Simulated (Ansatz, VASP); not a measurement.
**Two plane-wave programs on Sr**

```
CELL_PARAMETERS angstrom
-2.33628 2.33628 2.33628
2.33628 -2.33628 2.33628
2.33628 2.33628 -2.33628
ATOMIC_POSITIONS crystal
Sr 0.00000 0.00000 0.00000
```

Alike in both runs: functional PBEsol; k mesh 12 × 12 × 12; occupations gaussian, width 0.1 eV; no spin polarisation.

Ansatz relaxed the structure, and its values are those at the end. VASP's run is a single point on that final structure, the one shown.

|  | VASP | Ansatz |
| --- | --- | --- |
| version | VASP 6.6.1 | Ansatz 0.2.0 |
| potentials or method | VASP PAW PBE potentials, release 64 (Sr_sv), cutoff 520 eV | scalar-relativistic, plane waves, PAW |
| valence electrons in the cell | 10 | 10 |

```tsv
	VASP	Ansatz	Ansatz less VASP
gap on the k mesh at the Fermi level (eV)	none	none	-
pressure (GPa)	0.0	0.0	-0.01
```

VASP's potentials were made for PBE, not for PBEsol. A gap of «none» marks a metal or a gap that the smearing closes.
